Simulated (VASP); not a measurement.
# ZnCu (Pm-3m) in VASP: notebook, part 2 of 2

VASP 6.6.1.

### 3 Single point, PBE (13.40 Å³/atom)

This run uses another cell than the first one, of 13.40 Å³/atom.

Contents of INCAR:

```
SYSTEM = ZnCu
PREC     = Accurate       ! precision mode
ENCUT    = 520            ! plane-wave cutoff, eV
EDIFF    = 1E-6           ! SCF threshold, eV
ISMEAR   = 0              ! smearing method
SIGMA    = 0.1            ! smearing width, eV
LREAL    = .False.        ! projectors in reciprocal space
LASPH    = .True.         ! aspherical terms in the spheres
NELM     = 60             ! most SCF steps
ALGO     = Normal         ! electronic algorithm
ISIF     = 2              ! what is computed and relaxed
LWAVE    = .False.        ! write WAVECAR
LCHARG   = .True.         ! write CHGCAR
GGA      = PE             ! functional
LELF     = .True.         ! ELF
LVHAR    = .True.       
NBANDS   = 18             ! bands
```

Contents of KPOINTS:

```
regular mesh
0
Gamma
  14 14 14
  0 0 0
```

Contents of POSCAR:

```
ZnCu
1.0
    2.9925229510      0.0000000000      0.0000000000
    0.0000000000      2.9925229510      0.0000000000
    0.0000000000      0.0000000000      2.9925229510
Zn Cu
1 1
Direct
    0.5000000000      0.5000000000      0.5000000000
    0.0000000000      0.0000000000      0.0000000000
```

Potentials or basis: VASP PAW PBE potentials, release 64 (Zn, Cu).

Run with:

```bash
cat potpaw_PBE.64/Zn/POTCAR potpaw_PBE.64/Cu/POTCAR > POTCAR
mpirun -np 1 vasp_std > vasp.out
```

It took 72 s on 1 thread of Intel Xeon 8259CL, shared host; peak memory 0.18 GiB.

It converged, with:

```yaml
Free_energy: -5.0122 eV
Pressure: -2.7 GPa
Band_gap_on_the_k_mesh: zero (an odd number of electrons rules out a gap without spin polarisation)
```

Levels at points of the mesh, in eV from the Fermi level:
| k point | band 8 | band 9 | band 10 | band 11 | band 12 | band 13 | band 14 | band 15 | band 16 | band 17 |
| --- | --- | --- | --- | --- | --- | --- | --- | --- | --- | --- |
| (0.00, 0.00, 0.00) | -3.45 | -2.66 | -2.66 | -2.66 | 6.05 | 6.05 | 6.05 | 10.95 | 10.95 | 11.52 |
| (0.50, 0.00, 0.00) | -3.54 | -3.16 | -3.16 | -2.72 | -1.98 | 11.29 | 11.29 | 11.94 | 11.94 | 13.14 |
| (0.50, 0.50, 0.00) | -2.81 | -2.81 | -2.44 | -1.75 | -1.75 | 1.54 | 1.91 | 13.41 | 15.12 | 15.12 |
| (0.50, 0.50, 0.50) | -4.10 | -2.42 | -2.42 | 3.51 | 4.22 | 4.22 | 4.22 | 4.36 | 4.36 | 4.36 |

### 4 Single point, PBE (13.79 Å³/atom)

This run uses another cell than the first one, of 13.79 Å³/atom.

Contents of INCAR:

```
PREC = Accurate ; ENCUT = 520
EDIFF = 1E-6 ; ISMEAR = 0
SIGMA = 0.1 ; LREAL = False
LASPH = True ; NELM = 60
ALGO = Fast ; ISIF = 2
LWAVE = False ; LCHARG = False
GGA = PE ; NBANDS = 18
```

Contents of KPOINTS:

```
regular mesh
0
Gamma
  14 14 14
```

Contents of POSCAR:

```
ZnCu
1.0
    3.0212989754      0.0000000000      0.0000000000
    0.0000000000      3.0212989754      0.0000000000
    0.0000000000      0.0000000000      3.0212989754
Zn Cu
1 1
Direct
    0.5000000000      0.5000000000      0.5000000000
    0.0000000000      0.0000000000      0.0000000000
```

Run with:

```bash
cat potpaw_PBE.64/Zn/POTCAR potpaw_PBE.64/Cu/POTCAR > POTCAR
mpirun -np 1 vasp_std > vasp.out
```

Run time: 87 s. Hardware: 1 thread of Intel Xeon 8259CL, shared host; peak memory 0.18 GiB.

It converged, with:

```
Free energy            : -4.9927 eV
Pressure               : -5.4 GPa
Band gap on the k mesh : zero (an odd number of electrons rules out a gap without spin polarisation)
```

Levels at points of the mesh, in eV from the Fermi level:
| k point | band 8 | band 9 | band 10 | band 11 | band 12 | band 13 | band 14 | band 15 | band 16 | band 17 |
| --- | --- | --- | --- | --- | --- | --- | --- | --- | --- | --- |
| (0.00, 0.00, 0.00) | -3.37 | -2.61 | -2.61 | -2.61 | 5.95 | 5.95 | 5.95 | 10.78 | 10.78 | 11.09 |
| (0.50, 0.00, 0.00) | -3.44 | -3.08 | -3.08 | -2.67 | -1.95 | 11.05 | 11.05 | 11.71 | 11.71 | 12.97 |
| (0.50, 0.50, 0.00) | -2.76 | -2.76 | -2.39 | -1.66 | -1.66 | 1.42 | 1.81 | 13.12 | 14.89 | 14.89 |
| (0.50, 0.50, 0.50) | -3.98 | -2.38 | -2.38 | 3.31 | 4.16 | 4.16 | 4.16 | 4.27 | 4.27 | 4.27 |

Caveat: the cell stands under tension.

### 5 Single point, PBE (14.31 Å³/atom)

This run uses another cell than the first one, of 14.31 Å³/atom.

Contents of INCAR:

```
SYSTEM = ZnCu
PREC = Accurate
ENCUT = 520
EDIFF = 1E-7
ISMEAR = 0
SIGMA = 0.1
LREAL = .False.
LASPH = .True.
NELM = 80
ALGO = Normal
ISIF = 2
LWAVE = .False.
LCHARG = .True.
GGA = PE
LELF = .True.
LVHAR = .True.
NBANDS = 18
```

Contents of KPOINTS:

```
regular mesh
0
Gamma
  14 14 14
  0 0 0
```

Contents of POSCAR:

```
ZnCu
1.0
    3.0588344777      0.0000000000      0.0000000000
    0.0000000000      3.0588344777      0.0000000000
    0.0000000000      0.0000000000      3.0588344777
Zn Cu
1 1
Direct
    0.5000000000      0.5000000000      0.5000000000
    0.0000000000      0.0000000000      0.0000000000
```

Potentials or basis: VASP PAW PBE potentials, release 64 (Zn, Cu).

Run with:

```bash
cat potpaw_PBE.64/Zn/POTCAR potpaw_PBE.64/Cu/POTCAR > POTCAR
mpirun -np 1 vasp_std > vasp.out
```

OUTCAR:

```text
SYSTEM = ZnCu
   PREC = Accurate
   ENCUT = 520
   EDIFF = 1E-7
   ISMEAR = 0
   LREAL = .False.
   LASPH = .True.
   NELM = 80
   ISIF = 2
   GGA = PE

 ion  position               nearest neighbor table
   1  0.500  0.500  0.500-   2 2.65   2 2.65   2 2.65   2 2.65   2 2.65   2 2.65   2 2.65   2 2.65

   2  0.000  0.000  0.000-   1 2.65   1 2.65   1 2.65   1 2.65   1 2.65   1 2.65   1 2.65   1 2.65

  LATTYP: Found a simple cubic cell.
 ALAT       =     3.0588344777

  Lattice vectors:

 A1 = (   3.0588344777,   0.0000000000,   0.0000000000)
[... 692 lines left out ...]

  FORCE on cell =-STRESS in cart. coord.  units (eV):
  Direction    XX          YY          ZZ          XY          YZ          ZX
  --------------------------------------------------------------------------------------
  -------------------------------------------------------------------------------------
  Total       -1.4671316     -1.4671316     -1.4671316     -0.0000000     -0.0000000      0.0000000
  in kB      -82.1318724    -82.1318724    -82.1318724     -0.0000000     -0.0000000      0.0000000
  external PRESSURE =     -82.1318724 kB  Pullay stress =       0.0000000 kB

 VOLUME and BASIS-vectors are now :
 -----------------------------------------------------------------------------
  energy-cutoff  :      520.00
  volume of cell :       28.62
      direct lattice vectors                 reciprocal lattice vectors
     3.058834478  0.000000000  0.000000000     0.326921907  0.000000000  0.000000000
     0.000000000  3.058834478  0.000000000     0.000000000  0.326921907  0.000000000
     0.000000000  0.000000000  3.058834478     0.000000000  0.000000000  0.326921907

 POSITION                                       TOTAL-FORCE (eV/Angst)
 -----------------------------------------------------------------------------------
      1.52942      1.52942      1.52942         0.000000      0.000000      0.000000
      0.00000      0.00000      0.00000         0.000000      0.000000      0.000000
 -----------------------------------------------------------------------------------
    total drift:                                0.000000      0.000000     -0.000000

  FREE ENERGIE OF THE ION-ELECTRON SYSTEM (eV)
  ---------------------------------------------------
  free  energy   TOTEN  =        -4.9485174004 eV

  energy  without entropy=       -4.9463083662  energy(sigma->0) =       -4.94741288
```

OSZICAR:

```text
N       E                     dE             d eps       ncg     rms          rms(c)
DAV:   1     0.115025203946E+03    0.11503E+03   -0.11327E+04  4640   0.204E+03
DAV:   2    -0.107887476434E+01   -0.11610E+03   -0.11143E+03  4338   0.296E+02
DAV:   3    -0.587179807943E+01   -0.47929E+01   -0.47616E+01  4962   0.748E+01
DAV:   4    -0.591172248700E+01   -0.39924E-01   -0.39908E-01  4956   0.633E+00
DAV:   5    -0.591227021592E+01   -0.54773E-03   -0.54771E-03  4874   0.762E-01    0.869E+00
DAV:   6    -0.594458481661E+01   -0.32315E-01   -0.14629E+01  4622   0.857E+01    0.628E+00
DAV:   7    -0.495612585626E+01    0.98846E+00   -0.31922E+00  4644   0.767E+01    0.184E+00
DAV:   8    -0.495631118216E+01   -0.18533E-03   -0.15362E-01  6026   0.565E+00    0.106E+00
DAV:   9    -0.494847589278E+01    0.78353E-02   -0.16786E-02  4774   0.269E+00    0.388E-02
DAV:  10    -0.494851809927E+01   -0.42206E-04   -0.51102E-04  6342   0.298E-01    0.376E-02
DAV:  11    -0.494852062894E+01   -0.25297E-05   -0.44803E-05  5114   0.192E-01    0.123E-02
DAV:  12    -0.494851765074E+01    0.29782E-05   -0.13809E-05  4784   0.896E-02    0.181E-03
DAV:  13    -0.494851746801E+01    0.18273E-06   -0.58222E-07  5814   0.962E-03    0.107E-03
DAV:  14    -0.494851740041E+01    0.67597E-07   -0.10091E-08  2350   0.219E-03
   1 F= -.49485174E+01 E0= -.49474129E+01  d E =-.220903E-02
```

It took 74 s on 1 thread of Intel Xeon 8259CL, shared host; peak memory 0.19 GiB.

What came out:

```
Free energy            : -4.9485 eV
Pressure               : -8.2 GPa
Band gap on the k mesh : zero (an odd number of electrons rules out a gap without spin polarisation)
```

Caveat: the cell stands under tension.

### 6 Summary

| cell | gap on the mesh (eV) | pressure (GPa) |
| --- | --- | --- |
| a = 2.945 Å, 2 atoms | none | 2.8 |
| a = 2.993 Å, 2 atoms | none | -2.7 |
| a = 3.021 Å, 2 atoms | none | -5.4 |
| a = 3.059 Å, 2 atoms | none | -8.2 |

Alike in all rows: task single point; level PBE; potentials or basis VASP PAW PBE potentials, release 64 (Zn, Cu); no spin polarisation; k mesh 14 × 14 × 14; cutoff (eV) 520; smearing gaussian 0.1 eV.

Caveats: the cell stands under tension (at least some runs).

Total energies depend on the potentials used, so only differences within one code and one set of settings carry meaning.
